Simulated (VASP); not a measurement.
Bi2Se3:

```
Bi Se
1.0
     4.08868    0.00000    0.00000
     0.00000    4.08868    0.00000
     0.00000    0.00000    8.37766
Bi Se
2 3
Cartesian
  0.0000 0.0000 0.0000
  2.0443 2.0443 4.1888
  0.0000 0.0000 4.1888
  0.0000 0.0000 6.3868
  0.0000 0.0000 1.9909
```

The cell was built from a structure type or drawn by symmetry, and may not be a known phase.

```yaml
Program: VASP 6.6.1
Task: relaxation of cell and atoms
Functional: PBE
Potentials_or_basis: VASP PAW PBE potentials, release 64 (Bi_d, Se)
Cutoff: 600 eV
k_mesh: 4 × 4 × 2
Occupations: gaussian, width 0.1 eV
Spin: no spin polarisation
```

At the start: pressure 45.2 GPa; volume 28.01 Å³/atom.

Task: Where does the relaxation end?

Result: Over 28 steps the energy falls by 2115.9 meV/atom and the volume is 37.74 Å³/atom (+34.7 %); space group P4/mmm (No. 123, to 0.1 Å) before and after.

Step by step:
```csv
step,energy change (eV),largest force (eV/Å),pressure (GPa),volume (Å³)
1,0.0000,15.1229,45.15,140.05
2,-5.3991,1.3332,-7.60,315.85
3,-7.2234,1.0922,-4.86,281.03
4,-7.6352,0.8723,-4.27,267.91
5,-8.6602,0.3588,-3.14,229.09
6,-9.0874,4.1662,2.71,183.47
7,-9.1134,2.1052,-1.04,204.26
8,-9.1463,2.4420,-0.52,200.40
9,-9.5071,0.8010,-1.95,198.28
10,-9.5080,0.7593,-1.98,198.18
11,-9.7723,1.0065,-0.49,185.44
12,-9.9306,1.2617,3.30,167.25
13,-10.0567,1.1724,3.69,165.64
14,-10.1206,0.0471,5.96,160.68
15,-10.1747,0.6817,4.73,162.89
16,-10.3712,0.4642,2.53,170.22
17,-10.4909,0.3982,0.35,180.44
18,-10.5037,0.4058,-0.33,184.58
19,-10.5043,0.4098,-0.47,185.57
20,-10.5157,0.3720,-0.35,185.35
21,-10.5428,0.2861,0.09,184.69
22,-10.5605,0.0440,1.00,183.38
23,-10.5623,0.0961,0.73,183.77
24,-10.5712,0.0364,0.58,184.85
25,-10.5775,0.0658,0.34,186.78
26,-10.5775,0.0712,0.33,186.90
27,-10.5790,0.0358,0.19,187.57
28,-10.5797,0.0214,-0.03,188.69
```

Final structure:
```cif
data_structure
_symmetry_space_group_name_H-M 'P 1'
_symmetry_Int_Tables_number 1
_cell_length_a 4.1335
_cell_length_b 4.1335
_cell_length_c 11.0436
_cell_angle_alpha 90.000
_cell_angle_beta 90.000
_cell_angle_gamma 90.000
_cell_volume 188.69
loop_
_atom_site_label
_atom_site_type_symbol
_atom_site_fract_x
_atom_site_fract_y
_atom_site_fract_z
_atom_site_occupancy
Bi1 Bi 0.00000 0.00000 0.00000 1
Bi2 Bi 0.50000 0.50000 0.50000 1
Se1 Se 0.00000 0.00000 0.50000 1
Se2 Se 0.00000 0.00000 0.76238 1
Se3 Se 0.00000 0.00000 0.23762 1
```

Caveat: the k points lie up to 0.38 Å⁻¹ apart in the final cell, too coarse for converged energies and pressures of a metal; the volume moved by over 15 % at a fixed basis, so the end points are rough.
